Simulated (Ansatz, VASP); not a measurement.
## V: VASP beside Ansatz

INCAR

```
SYSTEM = V
PREC = Accurate
ENCUT = 500
EDIFF = 1E-6
ISMEAR = 0
SIGMA = 0.1
LREAL = .False.
LASPH = .True.
NELM = 200
ALGO = Normal
ISIF = 2
LWAVE = .False.
LCHARG = .True.
ISPIN = 2
MAGMOM = 0.51
LORBIT = 11
LMAXMIX = 4
LDAU = .True.
LDAUTYPE = 2
LDAUL = 2
LDAUU = 3.9
LDAUJ = 0
LDAUPRINT = 1
GGA = PE
LELF = .True.
LVHAR = .True.
NBANDS = 16
GGA_COMPAT = .False.
```

File KPOINTS:

```
Automatic mesh
0
Gamma
  6 6 6
  0 0 0
```

POSCAR

```
V
1.0
   -1.5130000000      1.5130000000      1.5130000000
    1.5130000000     -1.5130000000      1.5130000000
    1.5130000000      1.5130000000     -1.5130000000
V
1
Direct
    0.0000000000      0.0000000000      0.0000000000
```

Input for Ansatz:

```yaml
crystal:
  lattice:
    - [-1.513, 1.513, 1.513]
    - [1.513, -1.513, 1.513]
    - [1.513, 1.513, -1.513]
  atoms:
    - { symbol: V, position: [0.0, 0.0, 0.0], spin: 0.51 }
basis:
  ecutwfc: 420
kpoints:
  mp_grid: { grid: [6, 6, 6] }
hamiltonian:
  xc: pbe
  hubbard:
    sites: [{ species: V, l: d, u_eff: 3.9 }]
    projectors: ortho-atomic
scf:
  occupations: { method: gaussian, width: 0.1 }
  lower_state_search: "off"
  mixing: { beta: 0.18, ndim: 20 }
  max_iter: 100
output:
  forces: true
  stress: true
  eigenvalues: true
  populations: true
magnetization:
  spin_polarized: true
```

Alike in both runs: task single point; functional PBE; k mesh 6 × 6 × 6; occupations gaussian, width 0.1 eV; collinear spin; Hubbard terms V d U = 3.9 eV.

|  | VASP | Ansatz |
| --- | --- | --- |
| version | VASP 6.6.1 | Ansatz 0.2.0 |
| potentials or method | VASP PAW PBE potentials, release 64 (V_sv), cutoff 500 eV | scalar-relativistic, plane waves, PAW |
| valence electrons in the cell | 13 | 13 |

Ansatz gave:

```
gap on the k mesh at the Fermi level (eV)                     : none
pressure (GPa)                                                : 19.4
net moment per atom (μB)                                      : 1.17
size of the moment on the site where the two differ most (μB) : 1.00
```

Question: Estimate VASP's values.

Answer: gap on the k mesh at the Fermi level (eV): none; pressure (GPa): 12.7; net moment per atom (μB): 0.94; size of the moment on the site where the two differ most (μB): 0.87.

The net moments are unlike, so the other rows may belong to different states. Site moments also hang on the region over which each program counts them. The programs project onto different local orbitals, so the same U acts differently, and such runs can settle in different states. A gap of «none» marks a metal or a gap that the smearing closes. Ansatz's warnings: filled band counts differ across k points.

The k mesh is coarse, so the values compare programs but aren't converged.
